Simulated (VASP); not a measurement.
A run of VASP 6.6.1 is set up as follows.

INCAR

```
PREC = Accurate
ENCUT = 520
EDIFF = 1E-6
ISMEAR = 0
SIGMA = 0.02
LREAL = Auto
LASPH = T
NELM = 60
ALGO = Normal
ISIF = 2
LWAVE = F
LCHARG = F
GGA = PE
NBANDS = 86
NELECT = 144.0
```

The input KPOINTS:

```
regular mesh
0
Gamma
  2 2 2
```

POSCAR

```
Zn8HS8
1.0
    5.4423087469      0.0000000000      5.4423087469
    0.0000000000     -5.4423087469      5.4423087469
    5.4423087469     -5.4423087469      0.0000000000
Zn S H
8 8 1
Direct
    0.4928812614      0.9983345769      0.0066457090
    0.4591251831      0.5020330759      0.0330029053
    0.0009970952      0.9765567790      0.0009970952
    0.0010032507      0.5176485075      0.0010032507
    0.5057152448      0.9826133997      0.5057152448
    0.5057145098      0.5021513161      0.5057145098
    0.0066456171      0.9983346687      0.4928811695
    0.0330029053      0.5020330759      0.4591251831
    0.3768660683      0.8712316262      0.3768660683
    0.3909098324      0.3571877470      0.3909098324
    0.8804372782      0.8690222698      0.3734188181
    0.8804343382      0.3733172068      0.3734188181
    0.3734188181      0.8690222698      0.8804372782
    0.3734188181      0.3733172068      0.8804343382
    0.8663353586      0.8817604298      0.8663353586
    0.8848886059      0.3632153360      0.8848886059
   -0.2405492891      0.4886081668      0.7594507574
```

Potentials or basis: VASP PAW PBE potentials, release 64 (Zn, S, H).

Run with:

```console
$ cat potpaw_PBE.64/Zn/POTCAR potpaw_PBE.64/S/POTCAR potpaw_PBE.64/H/POTCAR > POTCAR
$ mpirun -np 1 vasp_std > vasp.out
```

Q: Estimate the largest force.

A: 0.056 eV/Å.

Forces on the atoms (eV/Å):
```
Zn   0.002  0.003  0.003
Zn   0.002  0.004  0.003
Zn  -0.012 -0.001  0.001
Zn  -0.011  0.001 -0.001
Zn   0.000  0.001 -0.001
Zn   0.000  0.000  0.000
Zn   0.002 -0.003 -0.003
Zn   0.002 -0.003 -0.004
S   -0.001  0.001 -0.001
S    0.018  0.000  0.000
S    0.000 -0.008  0.005
S   -0.001  0.005 -0.006
S    0.000 -0.005  0.008
S   -0.001  0.006 -0.005
S   -0.001 -0.001  0.001
S   -0.056  0.000  0.000
H    0.056  0.000  0.000
```

Caveat: the k points lie up to 0.50 Å⁻¹ apart; the cell carries a net charge on a neutralising background, which shifts energy and pressure.
